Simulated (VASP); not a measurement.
Write the native input for VASP 6.6.1 that does the following.

| Item | Value |
| --- | --- |
| Task | single point |
| Functional | PBE |
| Potentials or basis | VASP PAW PBE potentials, release 64 (Sn_d, As) |
| Cutoff | 520 eV |
| k mesh | 5 × 5 × 5 |
| Occupations | gaussian, width 0.2 eV |
| Spin | no spin polarisation |
| Dipole correction | no |
| Further INCAR settings | ALGO = Normal; EDIFF = 1e-06; NBANDS = 34 |

The structure of Sn3As2 lies in POSCAR:

```
Sn3As2
1.0
    2.0988922591      1.2117960094      8.6762018262
   -2.0988922591      1.2117960094      8.6762018262
    0.0000000000     -2.4235920231      8.6762018256
Sn As
3 2
Direct
    0.7892883769      0.7892883769      0.7892883769
    0.0000000000      0.0000000000      0.0000000000
    0.2107116231      0.2107116231      0.2107116231
    0.5991888292      0.5991888292      0.5991888292
    0.4008111708      0.4008111708      0.4008111708
```

The cell was generated, and may not be a known phase.

These files were run (other wordings do the same):

INCAR

```
SYSTEM = Sn3As2
PREC = Accurate ; ENCUT = 520
EDIFF = 1E-6 ; ISMEAR = 0
SIGMA = 0.2 ; LREAL = .False.
LASPH = .True. ; NELM = 60
ALGO = Normal ; ISIF = 2
LWAVE = .False. ; LCHARG = .False.
GGA = PE ; NBANDS = 34
```

KPOINTS

```
regular mesh
0
Gamma
  5 5 5
  0 0 0
```

Potentials or basis: VASP PAW PBE potentials, release 64 (Sn_d, As).

Run with:

```bash
$ cat potpaw_PBE.64/Sn_d/POTCAR potpaw_PBE.64/As/POTCAR > POTCAR
$ mpirun -np 1 vasp_std > vasp.out
```

Results of the run:

* Pressure: 0.0 GPa
* Largest force: 0.055 eV/Å
* Band gap on the k mesh: zero (bands 26 and 27 overlap by 0.52 eV)

Caveat: spin-orbit coupling is left out, which moves the levels of the heavy elements.

Run time: 4.8 min on 1 thread of Intel(R) Xeon(R) Platinum 8259CL CPU @ 2.50GHz (Skylake/Cascade Lake) (shared host), peak memory 0.66 GiB.
